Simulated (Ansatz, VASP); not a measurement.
One calculation of TaN, two programs

File INCAR:

```
PREC = Accurate
ENCUT = 520
EDIFF = 1E-6
ISMEAR = 0
SIGMA = 0.15
LREAL = False
LASPH = True
NELM = 60
ALGO = Normal
ISIF = 2
LWAVE = False
LCHARG = True
GGA = PE
LELF = True
LVHAR = True
NBANDS = 15
```

Contents of KPOINTS:

```
Automatic mesh
0
Gamma
  18 18 18
```

Contents of POSCAR:

```
TaN
1.0
    0.0000000000      2.1790000000      2.2879500000
    2.1790000000      0.0000000000      2.2879500000
    2.1790000000      2.1790000000      0.0000000000
Ta N
1 1
Direct
    0.5000000000      0.5000000000      0.5000000000
    0.0000000000      0.0000000000      0.0000000000
```

Input for Ansatz:

```yaml
crystal:
  lattice:
    - [0.0, 2.179, 2.28795]
    - [2.179, 0.0, 2.28795]
    - [2.179, 2.179, 0.0]
  atoms:
    - { symbol: Ta, position: [0.5, 0.5, 0.5] }
    - { symbol: "N", position: [0.0, 0.0, 0.0] }
basis:
  ecutwfc: 420
kpoints:
  mp_grid: { grid: [18, 18, 18] }
hamiltonian:
  xc: pbe
scf:
  occupations: { method: gaussian, width: 0.15 }
output:
  forces: true
  stress: true
  eigenvalues: true
```

Change from the starting cell: strain +0.000 along x and y, +0.050 along z, atoms carried along.

Alike in both runs: task single point; functional PBE; k mesh 18 × 18 × 18; occupations gaussian, width 0.15 eV; no spin polarisation.

|  | VASP | Ansatz |
| --- | --- | --- |
| version | VASP 6.6.1 | Ansatz 0.2.0 |
| potentials or method | VASP PAW PBE potentials, release 64 (Ta_pv, N), cutoff 520 eV | scalar-relativistic, plane waves, PAW |
| valence electrons in the cell | 16 | 18 |

Ansatz gave:

| Property | Result |
| --- | --- |
| gap on the k mesh at the Fermi level (eV) | none |
| pressure (GPa) | -0.7 |
| traceless stress, the component that is largest in VASP (GPa) | -14.16 |

Estimate VASP's values.

gap on the k mesh at the Fermi level (eV): none; pressure (GPa): 0.0; traceless stress, the component that is largest in VASP (GPa): -14.29.

A gap of «none» marks a metal or a gap that the smearing closes. VASP's potentials hold 16 valence electrons a cell and Ansatz's 18, so a difference there can come from the potentials and not from the codes.

Neither program's run includes spin-orbit coupling.
